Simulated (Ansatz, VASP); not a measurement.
**Mg2CdS3: VASP beside Ansatz**

Contents of INCAR:

```
SYSTEM = Mg2CdS3
PREC     = Accurate       ! precision mode
ENCUT    = 520            ! plane-wave cutoff, eV
EDIFF    = 1E-6           ! SCF threshold, eV
ISMEAR   = 0              ! smearing method
SIGMA    = 0.02           ! smearing width, eV
LREAL    = .FALSE.        ! projectors in reciprocal space
LASPH    = .TRUE.         ! aspherical terms in the spheres
NELM     = 60             ! most SCF steps
ALGO     = Normal         ! electronic algorithm
ISIF     = 2              ! what is computed and relaxed
LWAVE    = .FALSE.        ! write WAVECAR
LCHARG   = .TRUE.         ! write CHGCAR
LELF     = .TRUE.         ! ELF
LVHAR    = .TRUE.       
NBANDS   = 26             ! bands
```

KPOINTS

```
Automatic mesh
0
G
  12 12 4
  0 0 0
```

POSCAR

```
Mg2CdS3
1.0
    3.7640498190      0.0000000000      0.0000000000
   -1.8820249095      3.2597627644      0.0000000000
    0.0000000000      0.0000000000      9.2328715362
Mg Cd S
2 1 3
Direct
    0.3333333333      0.6666666667      0.6620651728
    0.6666666667      0.3333333333      0.3379348272
    0.0000000000      0.0000000000      0.0000000000
    0.0000000000      0.0000000000      0.5000000000
    0.3333333333      0.6666666667      0.1779025314
    0.6666666667      0.3333333333      0.8220974686
```

Input for Ansatz:

```yaml
crystal:
  lattice:
    - [3.764049819, 0.0, 0.0]
    - [-1.8820249095, 3.2597627644, 0.0]
    - [0.0, 0.0, 9.2328715362]
  atoms:
    - { symbol: Mg, position: [0.3333333333, 0.6666666667, 0.6620651728] }
    - { symbol: Mg, position: [0.6666666667, 0.3333333333, 0.3379348272] }
    - { symbol: Cd, position: [0.0, 0.0, 0.0] }
    - { symbol: S, position: [0.0, 0.0, 0.5] }
    - { symbol: S, position: [0.3333333333, 0.6666666667, 0.1779025314] }
    - { symbol: S, position: [0.6666666667, 0.3333333333, 0.8220974686] }
basis:
  ecutwfc: 420
kpoints:
  mp_grid: { grid: [12, 12, 4] }
  band_path:
    path:
      - [[0.0, 0.0, 0.0], [0.5, 0.0, 0.0], [0.33333333, 0.33333333, 0.0], [0.0, 0.0, 0.0], [0.0, 0.0, 0.5], [0.5, 0.0, 0.5], [0.33333333, 0.33333333, 0.5], [0.0, 0.0, 0.5]]
      - [[0.5, 0.0, 0.5], [0.5, 0.0, 0.0]]
      - [[0.33333333, 0.33333333, 0.5], [0.33333333, 0.33333333, 0.0]]
    npoints: 14
hamiltonian:
  xc: lda
scf:
  occupations: { method: gaussian, width: 0.02 }
  n_extra_bands: 15
output:
  forces: true
  stress: true
  eigenvalues: true
  populations: true
  dos: { projected: true, de: 0.02, nscf_kmesh: { grid: [18, 18, 6] } }
  bader: true
  write_density: true
  write_potential: true
  elf: true
  volumetric_format: npy
```

Alike in both runs: task single point; functional LDA; k mesh 12 × 12 × 4; occupations gaussian, width 0.02 eV; no spin polarisation.

```csv
,VASP,Ansatz
version,VASP 6.6.1,Ansatz 0.2.0
potentials or method,"VASP PAW LDA potentials, release 64 (Mg, Cd, S), cutoff 520 eV","scalar-relativistic, plane waves, PAW"
valence electrons in the cell,34,58
```

```csv
,VASP,Ansatz,Ansatz less VASP
gap on the k mesh at the Fermi level (eV),1.46,1.45,-0.009
least direct gap on the mesh (eV),2.08,2.07,-0.011
pressure (GPa),-5.3,-5.1,+0.25
"traceless stress, the component that is largest in VASP (GPa)",-0.22,-0.13,+0.093
rms of the force components (eV/Å),0.049,0.070,+0.0211
```

LDA's correlation is that of Perdew and Zunger in VASP and of Perdew and Wang (1992) in Ansatz. Atom by atom the forces differ by 0.023 eV/Å (rms over components). VASP's potentials hold 34 valence electrons a cell and Ansatz's 58, so a difference there can come from the potentials and not from the codes.
